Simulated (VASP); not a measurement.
# Pb (Fm-3m) in VASP: a series of runs, part 2 of 2

VASP 6.6.1. Earlier steps stand in the parts before.

## 4. Single point, HSE06

This run uses another cell than the first one, of 30.32 Å³/atom, 0.962 times its volume.

POSCAR

```
Pb
1.0
    0.0000000000      2.4750200000      2.4750200000
    2.4750200000      0.0000000000      2.4750200000
    2.4750200000      2.4750200000      0.0000000000
Pb
1
Direct
    0.0000000000      0.0000000000      0.0000000000
```

INCAR.step1

```
PREC     = Accurate       # precision mode
ENCUT    = 520            # plane-wave cutoff, eV
EDIFF    = 1E-5           # SCF threshold, eV
ISMEAR   = -1             # smearing method
SIGMA    = 0.05           # smearing width, eV
LREAL    = F              # projectors in reciprocal space
LASPH    = T              # aspherical terms in the spheres
NELM     = 100            # most SCF steps
ALGO     = Normal         # electronic algorithm
ISIF     = 2              # what is computed and relaxed
LWAVE    = T              # write WAVECAR
LCHARG   = F              # write CHGCAR
NBANDS   = 13             # bands
GGA      = PE             # functional
```

INCAR.step2

```
PREC     = Accurate       # precision mode
ENCUT    = 520            # plane-wave cutoff, eV
EDIFF    = 1E-7           # SCF threshold, eV
ISMEAR   = -1             # smearing method
SIGMA    = 0.05           # smearing width, eV
LREAL    = F              # projectors in reciprocal space
LASPH    = T              # aspherical terms in the spheres
NELM     = 100            # most SCF steps
ALGO     = Normal         # electronic algorithm
ISIF     = 2              # what is computed and relaxed
LWAVE    = F              # write WAVECAR
LCHARG   = F              # write CHGCAR
GGA      = PE             # functional
LHFCALC  = T              # exact exchange
HFSCREEN = 0.2079         # screening, 1/A
PRECFOCK = Normal       
NBANDS   = 13             # bands
ISTART   = 1
```

KPOINTS

```
regular mesh
0
Gamma
  5 5 5
```

Potentials or basis: VASP PAW PBE potentials, release 64 (Pb_d).

The run is started by

```bash
> cat potpaw_PBE.64/Pb_d/POTCAR > POTCAR
> cp INCAR.step1 INCAR
> mpirun -np 1 vasp_std > vasp.out
> cp INCAR.step2 INCAR
> mpirun -np 1 vasp_std > vasp.out
```

OUTCAR:

```text
PREC = Accurate
   ENCUT = 520
   EDIFF = 1E-7
   ISMEAR = -1
   LREAL = F
   LASPH = T
   NELM = 100
   ISIF = 2
   GGA = PE
   LHFCALC = T
   HFSCREEN = 0.2079
   PRECFOCK = Normal
   ISTART = 1

 ion  position               nearest neighbor table
   1  0.000  0.000  0.000-

  LATTYP: Found a face centered cubic cell.
 ALAT       =     4.9500400000

  Lattice vectors:
[... 330 lines left out ...]
      8       6.8295      1.25109
      9       8.9489      0.00000
     10      17.6842      0.00000
     11      18.7601      0.00000
     12      20.2629      0.00000
     13      24.2426      0.00000

------------------------ aborting loop because EDIFF is reached ----------------------------------------

  FORCE on cell =-STRESS in cart. coord.  units (eV):
  Direction    XX          YY          ZZ          XY          YZ          ZX
  --------------------------------------------------------------------------------------
  -------------------------------------------------------------------------------------
  Total        0.0838086      0.0838086      0.0838086     -0.0000000      0.0000000     -0.0000000
  in kB        4.4282606      4.4282606      4.4282606     -0.0000000      0.0000000     -0.0000000
  external PRESSURE =       4.4282606 kB  Pullay stress =       0.0000000 kB

 VOLUME and BASIS-vectors are now :
 -----------------------------------------------------------------------------
  energy-cutoff  :      520.00
  volume of cell :       30.32
      direct lattice vectors                 reciprocal lattice vectors
     0.000000000  2.475020000  2.475020000    -0.202018570  0.202018570  0.202018570
     2.475020000  0.000000000  2.475020000     0.202018570 -0.202018570  0.202018570
     2.475020000  2.475020000  0.000000000     0.202018570  0.202018570 -0.202018570

 POSITION                                       TOTAL-FORCE (eV/Angst)
 -----------------------------------------------------------------------------------
      0.00000      0.00000      0.00000         0.000000     -0.000000     -0.000000
 -----------------------------------------------------------------------------------
    total drift:                               -0.000000     -0.000000     -0.000000

  FREE ENERGIE OF THE ION-ELECTRON SYSTEM (eV)
  ---------------------------------------------------
  free  energy   TOTEN  =        -4.0487627146 eV

  energy  without entropy=       -4.0359840593  energy(sigma->0) =       -4.04237339
```

OSZICAR.step1:

```text
N       E                     dE             d eps       ncg     rms          rms(c)
DAV:   1     0.108319415807E+03    0.10832E+03   -0.71837E+03   260   0.124E+03
DAV:   2     0.141807577326E+01   -0.10690E+03   -0.10423E+03   260   0.310E+02
DAV:   3    -0.341964101305E+01   -0.48377E+01   -0.48208E+01   343   0.731E+01
DAV:   4    -0.353084822596E+01   -0.11121E+00   -0.11119E+00   323   0.113E+01
DAV:   5    -0.353590248822E+01   -0.50543E-02   -0.50542E-02   347   0.227E+00    0.541E-01
DAV:   6    -0.352593738301E+01    0.99651E-02   -0.13706E-02   345   0.208E+00    0.272E-01
DAV:   7    -0.352359551384E+01    0.23419E-02   -0.61646E-03   335   0.129E+00    0.943E-02
DAV:   8    -0.352353857158E+01    0.56942E-04   -0.44625E-04   377   0.332E-01    0.995E-03
DAV:   9    -0.352353692246E+01    0.16491E-05   -0.82165E-06   225   0.541E-02
   1 F= -.35235369E+01 E0= -.35171113E+01  d E =-.128513E-01
```

Wall time 7.8 min (1 thread of Intel Xeon Platinum 8375C at 2.90GHz (Ice Lake), shared host); peak memory 0.26 GiB.

Results:

```yaml
Free_energy: -4.0488 eV
Pressure: 0.4 GPa
Band_gap_on_the_k_mesh: zero (band 7 reaches 15.39 eV, above the bottom of band 8 at 6.51 eV)
```

Caveat: the k points lie up to 0.44 Å⁻¹ apart; the PAW data sets were made with another functional, which shifts forces and pressure a little; spin-orbit coupling is left out, which moves the levels of the heavy elements.

## 5. Summary

| level | cell | k mesh | grid for exact exchange (PRECFOCK) | screening parameter | gap on the mesh (eV) | pressure (GPa) |
| --- | --- | --- | --- | --- | --- | --- |
| r2SCAN+rVV10 | a = 3.546 Å, angles 60.0°, 1 atom | 9 × 9 × 9 | - | - | none | -1.6 |
| r2SCAN+rVV10 | a = 3.569 Å, angles 60.0°, 1 atom | 9 × 9 × 9 | - | - | none | -2.3 |
| HSE06 | a = 3.500 Å, angles 60.0°, 1 atom | 5 × 5 × 5 | Normal | 0.2079 1/Å | none | 0.4 |

Alike in all rows: task single point; potentials or basis VASP PAW PBE potentials, release 64 (Pb_d); no spin polarisation; cutoff (eV) 520; smearing fermi-dirac 0.05 eV.

Caveats: some runs use coarse meshes; the PAW data sets were made with another functional, which shifts forces and pressure a little; spin-orbit coupling is left out, which moves the levels of the heavy elements.

Total energies depend on the potentials used, so only differences within one code and one set of settings carry meaning.
